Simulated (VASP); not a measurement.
A run of VASP 6.6.1 is set up as follows.

INCAR

```
SYSTEM = SnSe
ALGO = Normal
EDIFF = 1E-6
ENCUT = 500
GGA = PE
GGA_COMPAT = .False.
ISIF = 2
ISMEAR = 0
LASPH = .True.
LCHARG = .False.
LREAL = .False.
LWAVE = .False.
NBANDS = 28
NELM = 120
PREC = Accurate
SIGMA = 0.01
```

KPOINTS

```
k-points
0
Gamma
  4 4 4
  0 0 0
```

Contents of POSCAR:

```
SnSe
1.0
    4.2193393516      0.0000000000      0.0000000000
    0.0000000000      4.2193393516      0.0000000000
    0.0000000000      0.0000000000      5.9930255593
Sn Se
2 2
Direct
    0.5000000000      0.0000000000      0.2500915766
    0.0000000000      0.5000000000      0.7499084234
    0.5000000000      0.0000000000      0.7498972969
    0.0000000000      0.5000000000      0.2501027031
```

Potentials or basis: VASP PAW PBE potentials, release 64 (Sn_d, Se).

Command:

```bash
$ cat potpaw_PBE.64/Sn_d/POTCAR potpaw_PBE.64/Se/POTCAR > POTCAR
$ mpirun -np 1 vasp_std > vasp.out
```

(1) Estimate the band gap on the k mesh.

(2) What does it give for the pressure?

Answers

(1) 0.68 eV.

(2) 1.6 GPa.

Caveat: semilocal functionals underestimate gaps, and a narrow one can read as zero; spin-orbit coupling is left out, which moves the levels of the heavy elements.
